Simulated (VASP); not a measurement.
Wanted: the native input for a VASP 6.6.1 run.

```yaml
Task: single point
Functional: PBEsol
Potentials_or_basis: VASP PAW PBE potentials, release 64 (In_d)
Cutoff: 520 eV
k_mesh: 20 × 20 × 20
Occupations: gaussian, width 0.15 eV
Spin: no spin polarisation
Dipole_correction: no
Further_INCAR_settings: ALGO = Fast; EDIFF = 1e-07; NBANDS = 12
```

The structure of In lies in POSCAR:

```
In
1.0
   -1.6749345000      1.6749345000      2.3997315000
    1.6749345000     -1.6749345000      2.3997315000
    1.6749345000      1.6749345000     -2.3997315000
In
1
Direct
    0.0000000000      0.0000000000      0.0000000000
```

This cell differs from its parent crystal: strain +0.030 along x and y, -0.030 along z.

One way to write it, as run:

INCAR

```
SYSTEM = In
ALGO = Fast
EDIFF = 1E-7
ENCUT = 520
GGA = PS
ISIF = 2
ISMEAR = 0
LASPH = .TRUE.
LCHARG = .TRUE.
LELF = .TRUE.
LREAL = .FALSE.
LVHAR = .TRUE.
LWAVE = .FALSE.
NBANDS = 12
NELM = 100
PREC = Accurate
SIGMA = 0.15
```

KPOINTS

```
k-points
0
G
  20 20 20
  0 0 0
```

Potentials or basis: VASP PAW PBE potentials, release 64 (In_d).

Command:

```console
$ cat potpaw_PBE.64/In_d/POTCAR > POTCAR
$ mpirun -np 1 vasp_std > vasp.out
```

It gave:

* Pressure: -2.1 GPa

Caveat: the cell differs from its parent crystal (strain +0.030 along x and y, -0.030 along z); the PAW data sets were made with another functional, which shifts forces and pressure a little.

It took 2.6 min on 1 thread of Intel(R) Xeon(R) 6975P-C (Granite Rapids), with other jobs on the host, peak memory 0.31 GiB.
